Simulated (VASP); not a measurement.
Wanted: the native input for a VASP 6.6.1 run.

* Task: single point
* Functional: PBEsol
* Potentials or basis: VASP PAW PBE potentials, release 64 (Ru_pv, Br)
* Cutoff: 520 eV
* k mesh: 10 × 10 × 6
* Occupations: gaussian, width 0.05 eV
* Spin: no spin polarisation
* Dipole correction: no
* Further INCAR settings: ALGO = Normal; EDIFF = 1e-06; NBANDS = 21

The structure of RuBr2 lies in POSCAR:

```
RuBr2
1.0
    3.7179267125      0.0000000000      0.0000000000
   -1.8589633563      3.2198189824      0.0000000000
    0.0000000000      0.0000000000      5.5865164315
Ru Br
1 2
Direct
    0.0000000000      0.0000000000      0.0000000000
    0.3333333333      0.6666666667      0.2295572204
    0.6666666667      0.3333333333      0.7704427796
```

This cell differs from its parent crystal: volume scaled by 0.960.

The input as run:

INCAR

```
  PREC = Accurate
  ENCUT = 520
  EDIFF = 1E-6
  ISMEAR = 0
  SIGMA = 0.05
  LREAL = False
  LASPH = True
  NELM = 80
  ALGO = Normal
  ISIF = 2
  LWAVE = False
  LCHARG = False
  GGA = PS
  NBANDS = 21
```

KPOINTS

```
regular mesh
0
Gamma
  10 10 6
```

Potentials or basis: VASP PAW PBE potentials, release 64 (Ru_pv, Br).

The run is started by

```sh
$ cat potpaw_PBE.64/Ru_pv/POTCAR potpaw_PBE.64/Br/POTCAR > POTCAR
$ mpirun -np 1 vasp_std > vasp.out
```

It gave:

- Pressure: 0.7 GPa
- Largest force: 0.013 eV/Å
- Band gap on the k mesh: 0.77 eV, indirect (least direct gap 0.87 eV)

Caveat: the PAW data sets were made with another functional, which shifts forces and pressure a little; this functional lacks dispersion, which binds the layers, so the pressure and a relaxed spacing across them are unreliable.

Run time: 100 s on 1 thread of Oxide Virtual Turin-like Processor, on a shared host, peak memory 0.2 GiB.
